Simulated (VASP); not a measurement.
Br:

```
CELL_PARAMETERS angstrom
0.00000 3.24000 3.24000
3.24000 0.00000 3.24000
3.24000 3.24000 0.00000
ATOMIC_POSITIONS crystal
Br 0.00000 0.00000 0.00000
Br 0.25000 0.25000 0.25000
```

```yaml
Program: VASP 6.6.1
Task: relaxation of cell and atoms
Functional: PBE
Potentials_or_basis: VASP PAW PBE potentials, release 64 (Br)
Cutoff: 600 eV
k_mesh: 6 × 6 × 6
Occupations: fermi-dirac, width 0.02 eV
Spin: no spin polarisation
```

At the start: pressure 6.4 GPa; volume 34.01 Å³/atom.

Problem. Where does the relaxation end?

Solution. Over 4 steps the energy falls by 139.9 meV/atom and the volume is 42.88 Å³/atom (+26.1 %); space group Fd-3m (No. 227, to 0.1 Å) before and after.

Step by step:
| step | energy change (eV) | largest force (eV/Å) | pressure (GPa) | volume (Å³) |
| --- | --- | --- | --- | --- |
| 1 | 0.0000 | 0.0000 | 6.36 | 68.02 |
| 2 | -0.2725 | 0.0000 | 0.72 | 82.20 |
| 3 | -0.2791 | 0.0000 | -0.21 | 86.87 |
| 4 | -0.2799 | 0.0000 | -0.02 | 85.75 |

Final structure:
```cif
data_structure
_symmetry_space_group_name_H-M 'P 1'
_symmetry_Int_Tables_number 1
_cell_length_a 4.9498
_cell_length_b 4.9498
_cell_length_c 4.9498
_cell_angle_alpha 60.000
_cell_angle_beta 60.000
_cell_angle_gamma 60.000
_cell_volume 85.75
loop_
_atom_site_label
_atom_site_type_symbol
_atom_site_fract_x
_atom_site_fract_y
_atom_site_fract_z
_atom_site_occupancy
Br1 Br 0.00000 0.00000 0.00000 1
Br2 Br 0.25000 0.25000 0.25000 1
```

Caveat: the volume moved by over 15 % at a fixed basis, so the end points are rough.
